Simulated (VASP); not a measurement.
# BaTe (P4/mmm) in VASP: notebook

BaTe is run at these levels: PBEsol; tasks: single point.

All numbers are computed with VASP 6.6.1; they aren't measurements. Logs are shortened: lines on timing, memory, paths and dates and some standing lists are left out, and cuts for length are marked.

## (1) The cell of the first run

The structure is tetragonal, space group P4/mmm (No. 123). The conventional cell has a = 4.262 Å, b = 4.262 Å, c = 4.284 Å, α = 90.00°, β = 90.00°, γ = 90.00°. Within 4.9 Å of Ba (site symmetry 4/mmm) lie 8 Te at 3.70 Å and 6 Ba at 4.26 to 4.28 Å. Te (site symmetry 4/mmm) has 8 Ba at 3.70 Å and 6 Te at 4.26 to 4.28 Å within 4.9 Å.

## (2) Single point, PBEsol (strain +0.0050 x Voigt [0, 1, 0, 0, 0, 0])

INCAR reads:

```
PREC = Accurate ; ENCUT = 520
EDIFF = 1E-7 ; ISMEAR = 0
SIGMA = 0.05 ; LREAL = F
LASPH = T ; NELM = 100
ALGO = Normal ; ISIF = 2
LWAVE = F ; LCHARG = F
GGA = PS ; NBANDS = 15
```

KPOINTS reads:

```
Automatic mesh
0
Gamma
  6 6 6
```

POSCAR reads:

```
BaTe
1.0
    4.2624660000      0.0000000000      0.0000000000
    0.0000000000      4.2837783300      0.0000000000
    0.0000000000      0.0000000000      4.2624660000
Ba Te
1 1
Direct
    0.0000000000      0.0000000000      0.0000000000
    0.5000000000      0.5000000000      0.5000000000
```

Potentials or basis: VASP PAW PBE potentials, release 64 (Ba_sv, Te).

Launch:

```
cat potpaw_PBE.64/Ba_sv/POTCAR potpaw_PBE.64/Te/POTCAR > POTCAR
mpirun -np 1 vasp_std > vasp.out
```

OUTCAR:

```text
PREC = Accurate
   ENCUT = 520
   EDIFF = 1E-7
   ISMEAR = 0
   LREAL = F
   LASPH = T
   NELM = 100
   ISIF = 2
   GGA = PS

 ion  position               nearest neighbor table
   1  0.000  0.000  0.000-   2 3.70   2 3.70   2 3.70   2 3.70   2 3.70   2 3.70   2 3.70   2 3.70

   2  0.500  0.500  0.500-   1 3.70   1 3.70   1 3.70   1 3.70   1 3.70   1 3.70   1 3.70   1 3.70

  LATTYP: Found a simple tetragonal cell.
 ALAT       =     4.2624660000
 C/A-ratio  =     1.0050000000

  Lattice vectors:

 A1 = (  -4.2624660000,   0.0000000000,   0.0000000000)
 A2 = (   0.0000000000,   0.0000000000,   4.2624660000)
 A3 = (   0.0000000000,   4.2837783300,   0.0000000000)

Analysis of symmetry for initial positions (statically):
=====================================================================
 Subroutine PRICEL returns:
 Original cell was already a primitive cell.

 Routine SETGRP: Setting up the symmetry group for a
 simple tetragonal supercell.

 Subroutine GETGRP returns: Found 16 space group operations
 (whereof 16 operations were pure point group operations)
 out of a pool of 16 trial point group operations.

The static configuration has the point symmetry D_4h.

Analysis of symmetry for dynamics (positions and initial velocities):
=====================================================================
 Subroutine PRICEL returns:
 Original cell was already a primitive cell.

 Routine SETGRP: Setting up the symmetry group for a
 simple tetragonal supercell.

 Subroutine GETGRP returns: Found 16 space group operations
 (whereof 16 operations were pure point group operations)
 out of a pool of 16 trial point group operations.

The dynamic configuration has the point symmetry D_4h.

 Subroutine INISYM returns: Found 16 space group operations
 (whereof 16 operations are pure point group operations),
 and found     1 'primitive' translations

----------------------------------------------------------------------------------------

                                     Primitive cell

  volume of cell :      77.8303

  direct lattice vectors                    reciprocal lattice vectors
     4.262466000  0.000000000  0.000000000     0.234605977  0.000000000  0.000000000
     0.000000000  4.283778330  0.000000000     0.000000000  0.233438783  0.000000000
     0.000000000  0.000000000  4.262466000     0.000000000  0.000000000  0.234605977

  length of vectors
     4.262466000  4.283778330  4.262466000     0.234605977  0.233438783  0.234605977

  position of ions in fractional coordinates (direct lattice)
     0.000000000  0.000000000  0.000000000
     0.500000000  0.500000000  0.500000000

  ion indices of the primitive-cell ions
   primitive index   ion index
                 1           1
                 2           2

----------------------------------------------------------------------------------------

 KPOINTS: Automatic mesh

Automatic generation of k-mesh.
 Grid dimensions read from file:
 generate k-points for:    6    6    6

 Generating k-lattice:

  Cartesian coordinates                     Fractional coordinates (reciprocal lattice)
     0.039100996  0.000000000  0.000000000     0.166666667  0.000000000  0.000000000
     0.000000000  0.038906464  0.000000000     0.000000000  0.166666667  0.000000000
     0.000000000  0.000000000  0.039100996     0.000000000  0.000000000  0.166666667

  Length of vectors
     0.039100996  0.038906464  0.039100996

  Shift w.r.t. Gamma in fractional coordinates (k-lattice)
     0.000000000  0.000000000  0.000000000

 Subroutine IBZKPT returns following result:
 ===========================================

 Found     40 irreducible k-points:

 Following reciprocal coordinates:
            Coordinates               Weight
  0.000000  0.000000  0.000000      1.000000
  0.166667  0.000000  0.000000      4.000000
  0.333333  0.000000  0.000000      4.000000
  0.500000  0.000000  0.000000      2.000000
  0.000000  0.166667  0.000000      2.000000
  0.166667  0.166667  0.000000      8.000000
[... 16 lines left out ...]
  0.166667  0.333333  0.166667      8.000000
  0.333333  0.333333  0.166667     16.000000
 [... further k-points ...]
   k-points           NKPTS =     40   k-points in BZ     NKDIM =     40   number of bands    NBANDS=     15
   number of dos      NEDOS =    301   number of ions     NIONS =      2
   total plane-waves  NPLWV =  32768
   dimension x,y,z NGX =    32 NGY =   32 NGZ =   32
   dimension x,y,z NGXF=    64 NGYF=   64 NGZF=   64
   ions per type =               1   1
   NGX,Y,Z   is equivalent  to a cutoff of  12.48, 12.42, 12.48 a.u.
   NGXF,Y,Z  is equivalent  to a cutoff of  24.96, 24.84, 24.96 a.u.
 SYSTEM =  unknown system
   PREC   = accura    normal or accurate (medium, high low for compatibility)
   ISTART =      0    job   : 0-new  1-cont  2-samecut
   ICHARG =      2    charge: 1-file 2-atom 10-const
   ISPIN  =      1    spin polarized calculation?
   LNONCOLLINEAR =      F non collinear calculations
   LSORBIT =      F    spin-orbit coupling
   LASPH  =      T    aspherical Exc in radial PAW
   ENCUT  =  520.0 eV  38.22 Ry    6.18 a.u.   7.93  7.96  7.93*2*pi/ulx,y,z
   NELM   =    100;   NELMIN=  2; NELMDL= -5     # of ELM steps
   EDIFF  = 0.1E-06   stopping-criterion for ELM
   LREAL  =      F    real-space projection
   EDIFFG = 0.1E-05   stopping-criterion for IOM
   NSW    =      0    number of steps for IOM
   IBRION =     -1    ionic relax: 0-MD 1-quasi-New 2-CG
   NFREE  =      0    steps in history (QN), initial steepest desc. (CG)
   ISIF   =      2    stress and relaxation
   ISYM   =      2    0-nonsym 1-usesym 2-fastsym
   POTIM  = 0.5000    time-step for ionic-motion
   TEBEG  =    0.0;   TEEND  =   0.0 temperature during run
   PSTRESS=    0.0 pullay stress
   NELECT =      16.0000    total number of electrons
   NUPDOWN=      -1.0000    fix difference up-down
   EMIN   =  10.00;   EMAX   =-10.00  energy-range for DOS
   EFERMI =   0.00;   METHOD = LEGACY
   ISMEAR =     0;   SIGMA  =   0.05  broadening in eV -4-tet -1-fermi 0-gaus
   EFERMI_NEDOS =   21; number of points for ismear=-14 and -15
   IALGO  =     38    algorithm
   IMIX   =      4    mixing-type and parameters
     AMIX     =   0.40;   BMIX     =  1.00
     AMIX_MAG =   1.60;   BMIX_MAG =  1.00
  volume/ion in A,a.u.               =      38.92       262.61
  Fermi-wavevector in a.u.,A,eV,Ry     =   0.966196  1.825846 12.701509  0.933535
  Thomas-Fermi vector in A             =   2.095977
   LORBIT       =      0    0 simple, 1 ext, 2 COOP (PROOUT), +10 PAW based schemes
   GGA     = PS    functional components
   LHFCALC =     F    Hartree Fock is set to
   AEXX    =    0.0000 exact exchange contribution
   IVDW    =     0    specifies the selected vdW correction
   LEPSILON=     F    determine dielectric tensor
   LRPA    =     F    only Hartree local field effects (RPA)
 non-spin polarized calculation
 Gauss-broadening in eV      SIGMA  =   0.05
  energy-cutoff  :      520.00
  volume of cell :       77.83
 maximum number of plane-waves:      2176
 NGX is ok and might be reduce to    32
   NGX = 15   NGY = 15   NGZ = 15

 number of electron      16.0000000 magnetization

 Free energy of the ion-electron system (eV)
  ---------------------------------------------------
  ext. energy  EPLUGINS =         0.00000000
  ---------------------------------------------------
  free energy    TOTEN  =        -8.90395173 eV

  energy without entropy =       -8.90395173  energy(sigma->0) =       -8.90395173

 E-fermi :   3.9573     XC(G=0):  -8.9138

 val. band max:        3.6622218057   @ k =   0.5000   0.5000   0.0000
 cond. band min:       4.3636288958   @ k =   0.0000   0.0000   0.0000
 fundamental gap:      0.7014070900
 Fermi energy:         3.9572653623

 k-point     1 :       0.0000    0.0000    0.0000
  band No.  band energies     occupation
      1     -24.4436      2.00000
      2      -9.4629      2.00000
      3      -9.4590      2.00000
      4      -9.4590      2.00000
      5      -6.7391      2.00000
      6       3.2400      2.00000
      7       3.2829      2.00000
      8       3.2829      2.00000
      9       4.3636      0.00000
     10       4.3684      0.00000
     11       5.8318      0.00000
     12       8.1565      0.00000
     13       8.1565      0.00000
     14       8.1896      0.00000
     15      12.0194      0.00000

 k-point     2 :       0.1667    0.0000    0.0000
  band No.  band energies     occupation
      1     -24.4370      2.00000
      2      -9.6164      2.00000
      3      -9.4502      2.00000
      4      -9.4464      2.00000
      5      -6.5503      2.00000
      6       2.0786      2.00000
      7       3.1134      2.00000
      8       3.1594      2.00000
      9       4.5188      0.00000
     10       5.2057      0.00000
     11       6.8861      0.00000
     12       8.2451      0.00000
     13       8.2601      0.00000
     14       8.2856      0.00000
     15      10.6384      0.00000

 k-point     3 :       0.3333    0.0000    0.0000
  band No.  band energies     occupation
      1     -24.4238      2.00000
      2      -9.8920      2.00000
      3      -9.4245      2.00000
      4      -9.4211      2.00000
      5      -6.1831      2.00000
      6       0.7596      2.00000
      7       2.8661      2.00000
      8       2.9171      2.00000
      9       4.9031      0.00000
     10       6.8089      0.00000
     11       8.3077      0.00000
     12       8.4425      0.00000
     13       8.6713      0.00000
     14       8.6791      0.00000
     15       9.0904      0.00000
[... 343 lines left out ...]
 k-point    23 :       0.1667    0.3333    0.1667
  band No.  band energies     occupation
      1     -24.4124      2.00000
      2      -9.8122      2.00000
      3      -9.5370      2.00000
      4      -9.5090      2.00000
      5      -6.1435      2.00000
      6       1.1288      2.00000
      7       2.1864      2.00000
      8       2.6203      2.00000
      9       5.6091      0.00000
     10       6.6234      0.00000
     11       7.1708      0.00000
     12       8.0392      0.00000
     13       8.6511      0.00000
     14       8.9758      0.00000
     15      10.5893      0.00000

 k-point    24 :       0.3333    0.3333    0.1667
  band No.  band energies     occupation
      1     -24.3999      2.00000
      2      -9.7660      2.00000
      3      -9.7070      2.00000
      4      -9.4932      2.00000
      5      -6.1017      2.00000
      6       1.3226      2.00000
      7       1.6258      2.00000
      8       2.5181      2.00000
      9       5.7062      0.00000
     10       6.7453      0.00000
     11       6.7975      0.00000
     12       8.0128      0.00000
     13       8.4429      0.00000
     14       9.7004      0.00000
     15      11.5383      0.00000

 [... further k-points ...]

------------------------ aborting loop because EDIFF is reached ----------------------------------------

  FORCE on cell =-STRESS in cart. coord.  units (eV):
  Direction    XX          YY          ZZ          XY          YZ          ZX
  --------------------------------------------------------------------------------------
  -------------------------------------------------------------------------------------
  Total       -0.8553011     -1.0258091     -0.8553011      0.0000000      0.0000000      0.0000000
  in kB      -17.6068136    -21.1168084    -17.6068136      0.0000000      0.0000000      0.0000000
  external PRESSURE =     -18.7768119 kB  Pullay stress =       0.0000000 kB

 VOLUME and BASIS-vectors are now :
 -----------------------------------------------------------------------------
  energy-cutoff  :      520.00
  volume of cell :       77.83
      direct lattice vectors                 reciprocal lattice vectors
     4.262466000  0.000000000  0.000000000     0.234605977  0.000000000  0.000000000
     0.000000000  4.283778330  0.000000000     0.000000000  0.233438783  0.000000000
     0.000000000  0.000000000  4.262466000     0.000000000  0.000000000  0.234605977

 POSITION                                       TOTAL-FORCE (eV/Angst)
 -----------------------------------------------------------------------------------
      0.00000      0.00000      0.00000         0.000000      0.000000      0.000000
      2.13123      2.14189      2.13123         0.000000      0.000000      0.000000
 -----------------------------------------------------------------------------------
    total drift:                                0.000000      0.000000     -0.000000

  FREE ENERGIE OF THE ION-ELECTRON SYSTEM (eV)
  ---------------------------------------------------
  free  energy   TOTEN  =        -8.9039517297 eV

  energy  without entropy=       -8.9039517297  energy(sigma->0) =       -8.90395173
```

It took 46 s on 1 thread of Intel Xeon 8259CL, shared host; peak memory 0.2 GiB.

Results:

| Quantity | Value |
| --- | --- |
| Free energy | -8.9040 eV |
| Pressure | -1.9 GPa |
| Band gap on the k mesh | 0.70 eV (least direct gap 0.87 eV) |

Stress tensor (GPa, compression positive):
```
-1.76  0.00  0.00
 0.00 -2.11  0.00
 0.00  0.00 -1.76
```

Levels at points of the mesh, in eV from the valence-band top:
```csv
k point,band 6,band 7,band 8,band 9,band 10,band 11
"(0.00, 0.00, 0.00)",-0.42,-0.38,-0.38,0.70,0.71,2.17
"(0.50, 0.00, 0.00)",-3.42,-0.92,-0.86,1.50,4.75,4.81
"(0.00, 0.50, 0.00)",-3.43,-0.87,-0.87,1.48,4.78,4.79
"(0.50, 0.50, 0.00)",-2.07,-2.06,0.00,0.87,2.45,2.87
"(0.50, 0.00, 0.50)",-2.06,-2.06,-0.04,0.89,2.40,2.84
"(0.50, 0.50, 0.50)",-2.92,-2.92,-2.91,4.60,4.62,4.62
```

Caveat: the cell differs from its parent crystal (strain +0.0050 x Voigt [0, 1, 0, 0, 0, 0]); the PAW data sets were made with another functional, which shifts forces and pressure a little; spin-orbit coupling is left out, which moves the levels of the heavy elements.

## (3) Single point, PBEsol (strain +0.0100 x Voigt [0, 1, 0, 0, 0, 0])

INCAR reads:

```
PREC = Accurate
ENCUT = 520
EDIFF = 1E-6
ISMEAR = 0
SIGMA = 0.05
LREAL = F
LASPH = T
NELM = 60
ALGO = Normal
ISIF = 2
LWAVE = F
LCHARG = T
GGA = PS
LELF = T
LVHAR = T
NBANDS = 15
```

KPOINTS is that of step 2.

POSCAR, as its differences from that of step 2:

```diff
@@ -3,3 +3,3 @@
     4.2624660000      0.0000000000      0.0000000000
-    0.0000000000      4.2837783300      0.0000000000
+    0.0000000000      4.3050906600      0.0000000000
     0.0000000000      0.0000000000      4.2624660000
```

Potentials or basis: VASP PAW PBE potentials, release 64 (Ba_sv, Te).

Launch:

```
cat potpaw_PBE.64/Ba_sv/POTCAR potpaw_PBE.64/Te/POTCAR > POTCAR
mpirun -np 1 vasp_std > vasp.out
```

OUTCAR:

```text
PREC = Accurate
   ENCUT = 520
   EDIFF = 1E-6
   ISMEAR = 0
   LREAL = F
   LASPH = T
   NELM = 60
   ISIF = 2
   GGA = PS

 ion  position               nearest neighbor table
   1  0.000  0.000  0.000-   2 3.70   2 3.70   2 3.70   2 3.70   2 3.70   2 3.70   2 3.70   2 3.70

   2  0.500  0.500  0.500-   1 3.70   1 3.70   1 3.70   1 3.70   1 3.70   1 3.70   1 3.70   1 3.70

  LATTYP: Found a simple tetragonal cell.
 ALAT       =     4.2624660000
 C/A-ratio  =     1.0100000000

[... 621 lines left out ...]

------------------------ aborting loop because EDIFF is reached ----------------------------------------

  FORCE on cell =-STRESS in cart. coord.  units (eV):
  Direction    XX          YY          ZZ          XY          YZ          ZX
  --------------------------------------------------------------------------------------
  -------------------------------------------------------------------------------------
  Total       -0.8660908     -1.2060964     -0.8660908      0.0000000     -0.0000000      0.0000000
  in kB      -17.7406626    -24.7052042    -17.7406626      0.0000000     -0.0000000      0.0000000
  external PRESSURE =     -20.0621765 kB  Pullay stress =       0.0000000 kB

 VOLUME and BASIS-vectors are now :
 -----------------------------------------------------------------------------
  energy-cutoff  :      520.00
  volume of cell :       78.22
      direct lattice vectors                 reciprocal lattice vectors
     4.262466000  0.000000000  0.000000000     0.234605977  0.000000000  0.000000000
     0.000000000  4.305090660  0.000000000     0.000000000  0.232283145  0.000000000
     0.000000000  0.000000000  4.262466000     0.000000000  0.000000000  0.234605977

 POSITION                                       TOTAL-FORCE (eV/Angst)
 -----------------------------------------------------------------------------------
      0.00000      0.00000      0.00000         0.000000      0.000000      0.000000
      2.13123      2.15255      2.13123         0.000000      0.000000      0.000000
 -----------------------------------------------------------------------------------
    total drift:                                0.000000      0.000000     -0.000000

  FREE ENERGIE OF THE ION-ELECTRON SYSTEM (eV)
  ---------------------------------------------------
  free  energy   TOTEN  =        -8.8984155120 eV

  energy  without entropy=       -8.8984155120  energy(sigma->0) =       -8.89841551
```

Run time: 39 s. Hardware: 1 thread of Intel Xeon 8259CL, shared host; peak memory 0.21 GiB.

Results:

```
Free energy            : -8.8984 eV
Pressure               : -2.0 GPa
Band gap on the k mesh : 0.70 eV (least direct gap 0.86 eV)
```

Levels at points of the mesh, in eV from the valence-band top:
| k point | band 4 | band 5 | band 6 | band 7 | band 8 | band 9 | band 10 | band 11 | band 12 | band 13 |
| --- | --- | --- | --- | --- | --- | --- | --- | --- | --- | --- |
| (0.00, 0.00, 0.00) | -13.14 | -10.40 | -0.46 | -0.38 | -0.38 | 0.70 | 0.71 | 2.13 | 4.46 | 4.46 |
| (0.50, 0.00, 0.00) | -13.09 | -9.67 | -3.42 | -0.95 | -0.85 | 1.50 | 4.71 | 4.80 | 4.86 | 4.86 |
| (0.00, 0.50, 0.00) | -13.09 | -9.68 | -3.42 | -0.87 | -0.87 | 1.46 | 4.76 | 4.76 | 4.78 | 4.90 |
| (0.50, 0.50, 0.00) | -13.06 | -9.86 | -2.09 | -2.05 | 0.00 | 0.86 | 2.45 | 2.86 | 2.90 | 6.09 |
| (0.50, 0.00, 0.50) | -13.06 | -9.84 | -2.07 | -2.07 | -0.07 | 0.90 | 2.35 | 2.80 | 2.80 | 6.16 |
| (0.50, 0.50, 0.50) | -13.39 | -9.48 | -2.91 | -2.91 | -2.90 | 4.56 | 4.60 | 4.60 | 6.15 | 6.18 |

Caveat: the cell differs from its parent crystal (strain +0.0100 x Voigt [0, 1, 0, 0, 0, 0]); the PAW data sets were made with another functional, which shifts forces and pressure a little; spin-orbit coupling is left out, which moves the levels of the heavy elements.

(Part 1 of 3 ends here.)
